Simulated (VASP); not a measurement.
A run of VASP 6.6.1 is set up as follows.

The input INCAR:

```
SYSTEM = La3Tl
PREC = Accurate
ENCUT = 520
EDIFF = 1E-8
ISMEAR = -1
SIGMA = 0.08
LREAL = .False.
LASPH = .True.
NELM = 60
ALGO = Normal
ISIF = 2
LWAVE = .False.
LCHARG = .False.
LEFG = .True.
NBANDS = 31
```

File KPOINTS:

```
Automatic mesh
0
Gamma
  8 8 8
  0 0 0
```

The input POSCAR:

```
La3Tl
1.0
    5.0600000000      0.0000000000      0.0000000000
    0.0000000000      5.0600000000      0.0000000000
    0.0000000000      0.0000000000      5.0600000000
La Tl
3 1
Direct
    0.0000000000      0.5000000000      0.5000000000
    0.5000000000      0.0000000000      0.5000000000
    0.5000000000      0.5000000000      0.0000000000
    0.0000000000      0.0000000000      0.0000000000
```

Potentials or basis: VASP PAW LDA potentials, release 64 (La, Tl_d).

Run with:

```console
$ cat potpaw_LDA.64/La/POTCAR potpaw_LDA.64/Tl_d/POTCAR > POTCAR
$ mpirun -np 1 vasp_std > vasp.out
```

Problem. Estimate the pressure.

Solution. -3.6 GPa.

Problem. Estimate the band gap on the k mesh.

Solution. Zero (bands 23 and 24 overlap by 1.07 eV).

Electric field gradients, principal values (V/Å²):
| atom | least | middle | greatest (by size) |
| --- | --- | --- | --- |
| 1 La | -63.789 | -63.789 | 127.579 |
| 2 La | -63.789 | -63.789 | 127.579 |
| 3 La | -63.789 | -63.789 | 127.579 |
| 4 Tl | 0.000 | 0.000 | 0.000 |

Caveat: the cell stands under tension; without QUAD_EFG the Cq values of the log hold for a quadrupole moment of 1 mb, not for the nuclei; spin-orbit coupling is left out, which moves the levels of the heavy elements.
